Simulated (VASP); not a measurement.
# Hg (P6_3/mmc) in VASP: further runs, part 2 of 2

VASP 6.6.1.

### 4 Single point, LDA (volume scaled by 0.92)

INCAR reads:

```
PREC = Accurate
ENCUT = 520
EDIFF = 1E-6
ISMEAR = -1
SIGMA = 0.1
LREAL = F
LASPH = T
NELM = 80
ALGO = Normal
ISIF = 2
LWAVE = F
LCHARG = F
NBANDS = 32
```

KPOINTS reads:

```
Automatic mesh
0
Gamma
  13 13 4
```

POSCAR reads:

```
Hg
1.0
    3.0363648562      0.0000000000      0.0000000000
   -1.5181824281      2.6295691007      0.0000000000
    0.0000000000      0.0000000000     10.2204830815
Hg
4
Direct
    0.0000000000      1.0000000000      0.0000000000
    0.0000000000      1.0000000000      0.5000000000
    0.3333333333      0.6666666667      0.2500000000
    0.6666666667      0.3333333333      0.7500000000
```

Potentials or basis: VASP PAW LDA potentials, release 64 (Hg).

Started as:

```
$ cat potpaw_LDA.64/Hg/POTCAR > POTCAR
$ mpirun -np 1 vasp_std > vasp.out
```

OUTCAR:

```text
PREC = Accurate
   ENCUT = 520
   EDIFF = 1E-6
   ISMEAR = -1
   LREAL = F
   LASPH = T
   NELM = 80
   ISIF = 2

 ion  position               nearest neighbor table
   1  0.000  0.000  0.000-   3 3.10   4 3.10   4 3.10   3 3.10   4 3.10   3 3.10
   2  0.000  0.000  0.500-   3 3.10   4 3.10   4 3.10   3 3.10   4 3.10   3 3.10
   3  0.333  0.667  0.250-   1 3.10   2 3.10   1 3.10   2 3.10   1 3.10   2 3.10
   4  0.667  0.333  0.750-   1 3.10   2 3.10   1 3.10   2 3.10   1 3.10   2 3.10

  LATTYP: Found a hexagonal cell.
 ALAT       =     3.0363648562
 C/A-ratio  =     3.3660260099

  Lattice vectors:

 A1 = (   3.0363648562,   0.0000000000,   0.0000000000)
 A2 = (  -1.5181824281,   2.6295691007,   0.0000000000)
 A3 = (   0.0000000000,   0.0000000000,  10.2204830815)

Analysis of symmetry for initial positions (statically):
=====================================================================
 Subroutine PRICEL returns:
 Original cell was already a primitive cell.

 Routine SETGRP: Setting up the symmetry group for a
 hexagonal supercell.

 Subroutine GETGRP returns: Found 24 space group operations
 (whereof 12 operations were pure point group operations)
 out of a pool of 24 trial point group operations.

The static configuration has the point symmetry D_3d.
 The point group associated with its full space group is D_6h.

Analysis of symmetry for dynamics (positions and initial velocities):
=====================================================================
 Subroutine PRICEL returns:
 Original cell was already a primitive cell.

 Routine SETGRP: Setting up the symmetry group for a
 hexagonal supercell.

 Subroutine GETGRP returns: Found 24 space group operations
 (whereof 12 operations were pure point group operations)
 out of a pool of 24 trial point group operations.

The dynamic configuration has the point symmetry D_3d.
 The point group associated with its full space group is D_6h.

 Subroutine INISYM returns: Found 24 space group operations
 (whereof 12 operations are pure point group operations),
 and found     1 'primitive' translations

----------------------------------------------------------------------------------------

                                     Primitive cell

  volume of cell :      81.6037

  direct lattice vectors                    reciprocal lattice vectors
     3.036364856  0.000000000  0.000000000     0.329341185  0.190145222  0.000000000
    -1.518182428  2.629569101  0.000000000     0.000000000  0.380290444  0.000000000
     0.000000000  0.000000000 10.220483081     0.000000000  0.000000000  0.097842733

  length of vectors
     3.036364856  3.036364856 10.220483081     0.380290444  0.380290444  0.097842733

  position of ions in fractional coordinates (direct lattice)
     0.000000000  0.000000000  0.000000000
     0.000000000  0.000000000  0.500000000
     0.333333333  0.666666667  0.250000000
     0.666666667  0.333333333  0.750000000

  ion indices of the primitive-cell ions
   primitive index   ion index
                 1           1
                 2           2
                 3           3
                 4           4

----------------------------------------------------------------------------------------

 KPOINTS: Automatic mesh

Automatic generation of k-mesh.
 Grid dimensions read from file:
 generate k-points for:   13   13    4

 Generating k-lattice:

  Cartesian coordinates                     Fractional coordinates (reciprocal lattice)
     0.025333937  0.014626556  0.000000000     0.076923077  0.000000000  0.000000000
     0.000000000  0.029253111  0.000000000     0.000000000  0.076923077  0.000000000
     0.000000000  0.000000000  0.024460683     0.000000000  0.000000000  0.250000000

  Length of vectors
     0.029253111  0.029253111  0.024460683

  Shift w.r.t. Gamma in fractional coordinates (k-lattice)
     0.000000000  0.000000000  0.000000000

 Subroutine IBZKPT returns following result:
 ===========================================

 Found     63 irreducible k-points:

 Following reciprocal coordinates:
            Coordinates               Weight
  0.000000  0.000000  0.000000      1.000000
  0.076923 -0.000000  0.000000      6.000000
  0.153846 -0.000000  0.000000      6.000000
  0.230769 -0.000000  0.000000      6.000000
  0.307692 -0.000000  0.000000      6.000000
  0.384615  0.000000  0.000000      6.000000
[... 16 lines left out ...]
  0.076923 -0.000000  0.250000     12.000000
  0.153846 -0.000000  0.250000     12.000000
 [... further k-points ...]
   k-points           NKPTS =     63   k-points in BZ     NKDIM =     63   number of bands    NBANDS=     32
   number of dos      NEDOS =    301   number of ions     NIONS =      4
   total plane-waves  NPLWV =  46080
   dimension x,y,z NGX =    24 NGY =   24 NGZ =   80
   dimension x,y,z NGXF=    48 NGYF=   48 NGZF=  160
   ions per type =               4
   NGX,Y,Z   is equivalent  to a cutoff of  13.14, 13.14, 13.01 a.u.
   NGXF,Y,Z  is equivalent  to a cutoff of  26.28, 26.28, 26.03 a.u.
 SYSTEM =  unknown system
   PREC   = accura    normal or accurate (medium, high low for compatibility)
   ISTART =      0    job   : 0-new  1-cont  2-samecut
   ICHARG =      2    charge: 1-file 2-atom 10-const
   ISPIN  =      1    spin polarized calculation?
   LNONCOLLINEAR =      F non collinear calculations
   LSORBIT =      F    spin-orbit coupling
   LASPH  =      T    aspherical Exc in radial PAW
   ENCUT  =  520.0 eV  38.22 Ry    6.18 a.u.   5.65  5.65 19.00*2*pi/ulx,y,z
   NELM   =     80;   NELMIN=  2; NELMDL= -5     # of ELM steps
   EDIFF  = 0.1E-05   stopping-criterion for ELM
   LREAL  =      F    real-space projection
   EDIFFG = 0.1E-04   stopping-criterion for IOM
   NSW    =      0    number of steps for IOM
   IBRION =     -1    ionic relax: 0-MD 1-quasi-New 2-CG
   NFREE  =      0    steps in history (QN), initial steepest desc. (CG)
   ISIF   =      2    stress and relaxation
   ISYM   =      2    0-nonsym 1-usesym 2-fastsym
   POTIM  = 0.5000    time-step for ionic-motion
   TEBEG  =    0.0;   TEEND  =   0.0 temperature during run
   PSTRESS=    0.0 pullay stress
   NELECT =      48.0000    total number of electrons
   NUPDOWN=      -1.0000    fix difference up-down
   EMIN   =  10.00;   EMAX   =-10.00  energy-range for DOS
   EFERMI =   0.00;   METHOD = LEGACY
   ISMEAR =    -1;   SIGMA  =   0.10  broadening in eV -4-tet -1-fermi 0-gaus
   EFERMI_NEDOS =   21; number of points for ismear=-14 and -15
   IALGO  =     38    algorithm
   IMIX   =      4    mixing-type and parameters
     AMIX     =   0.40;   BMIX     =  1.00
     AMIX_MAG =   1.60;   BMIX_MAG =  1.00
  volume/ion in A,a.u.               =      20.40       137.67
  Fermi-wavevector in a.u.,A,eV,Ry     =   1.371677  2.592094 25.599339  1.881498
  Thomas-Fermi vector in A             =   2.497353
   LORBIT       =      0    0 simple, 1 ext, 2 COOP (PROOUT), +10 PAW based schemes
   GGA     = CA    functional components
   LHFCALC =     F    Hartree Fock is set to
   AEXX    =    0.0000 exact exchange contribution
   IVDW    =     0    specifies the selected vdW correction
   LEPSILON=     F    determine dielectric tensor
   LRPA    =     F    only Hartree local field effects (RPA)
 non-spin polarized calculation
  energy-cutoff  :      520.00
  volume of cell :       81.60
 maximum number of plane-waves:      2234
 NGX is ok and might be reduce to    24
   NGX = 11   NGY = 11   NGZ = 39

 number of electron      48.0000016 magnetization

 Free energy of the ion-electron system (eV)
  ---------------------------------------------------
  ext. energy  EPLUGINS =         0.00000000
  ---------------------------------------------------
  free energy    TOTEN  =        -3.62069941 eV

  energy without entropy =       -3.56879040  energy(sigma->0) =       -3.59474490

 E-fermi :   3.9030     XC(G=0): -11.9867

 val. band max:        3.8977630878   @ k =   0.0769  -0.0000   0.2500
 cond. band min:       3.9081825287   @ k =   0.3077   0.2308   0.5000
 fundamental gap:      0.0104194409
 Fermi energy:         3.9029896313

 k-point     1 :       0.0000    0.0000    0.0000
  band No.  band energies     occupation
      1      -6.5740      2.00000
      2      -5.3499      2.00000
      3      -5.3321      2.00000
      4      -5.1807      2.00000
      5      -3.8352      2.00000
      6      -3.7188      2.00000
[... 24 lines left out ...]
     31      17.9815      0.00000
     32      18.1570      0.00000
[... 774 lines left out ...]
      2      -5.1860      2.00000
      3      -4.7955      2.00000
      4      -4.7119      2.00000
      5      -3.9921      2.00000
      6      -3.8996      2.00000
[... 24 lines left out ...]
     31      15.8554      0.00000
     32      16.8426      0.00000

 [... further k-points ...]
[... 5 lines left out ...]
  --------------------------------------------------------------------------------------
  -------------------------------------------------------------------------------------
  Total        3.2939605      3.2939605      3.0630041     -0.0000000      0.0000000      0.0000000
  in kB       64.6724040     64.6724040     60.1378906     -0.0000000      0.0000000      0.0000000
  external PRESSURE =      63.1608995 kB  Pullay stress =       0.0000000 kB

 VOLUME and BASIS-vectors are now :
 -----------------------------------------------------------------------------
  energy-cutoff  :      520.00
  volume of cell :       81.60
      direct lattice vectors                 reciprocal lattice vectors
     3.036364856  0.000000000  0.000000000     0.329341185  0.190145222  0.000000000
    -1.518182428  2.629569101  0.000000000     0.000000000  0.380290444  0.000000000
     0.000000000  0.000000000 10.220483081     0.000000000  0.000000000  0.097842733

 POSITION                                       TOTAL-FORCE (eV/Angst)
 -----------------------------------------------------------------------------------
      0.00000      0.00000      0.00000         0.000000      0.000000     -0.000000
      0.00000      0.00000      5.11024         0.000000      0.000000     -0.000000
     -0.00000      1.75305      2.55512        -0.000000      0.000000      0.000000
      1.51818      0.87652      7.66536        -0.000000     -0.000000     -0.000000
 -----------------------------------------------------------------------------------
    total drift:                               -0.000000      0.000000     -0.000000

  FREE ENERGIE OF THE ION-ELECTRON SYSTEM (eV)
  ---------------------------------------------------
  free  energy   TOTEN  =        -3.6206994076 eV

  energy  without entropy=       -3.5687903990  energy(sigma->0) =       -3.59474490
```

Wall time 88 s (1 thread of Intel Xeon 6975P-C, shared host); peak memory 0.25 GiB.

What came out:

```yaml
Free_energy: -3.6207 eV
Pressure: 6.3 GPa
Band_gap_on_the_k_mesh: zero (band 24 reaches 4.27 eV, above the bottom of band 25 at 2.21 eV)
```

Caveat: spin-orbit coupling is left out, which moves the levels of the heavy elements.

### 5 The runs side by side

```tsv
cell	k mesh	gap on the mesh (eV)	pressure (GPa)
a = 3.122, b = 3.122, c = 10.509 Å, angles 90.0, 90.0, 120.0°, 4 atoms	11 × 11 × 3	none	0.6
a = 2.992, b = 2.992, c = 10.070 Å, angles 90.0, 90.0, 120.0°, 4 atoms	13 × 13 × 4	none	11.0
a = 3.036, b = 3.036, c = 10.220 Å, angles 90.0, 90.0, 120.0°, 4 atoms	13 × 13 × 4	none	6.3
```

Alike in all rows: task single point; level LDA; potentials or basis VASP PAW LDA potentials, release 64 (Hg); no spin polarisation; cutoff (eV) 520; smearing fermi-dirac 0.1 eV.

Caveats: spin-orbit coupling is left out, which moves the levels of the heavy elements.

Total energies depend on the potentials used, so only differences within one code and one set of settings carry meaning.
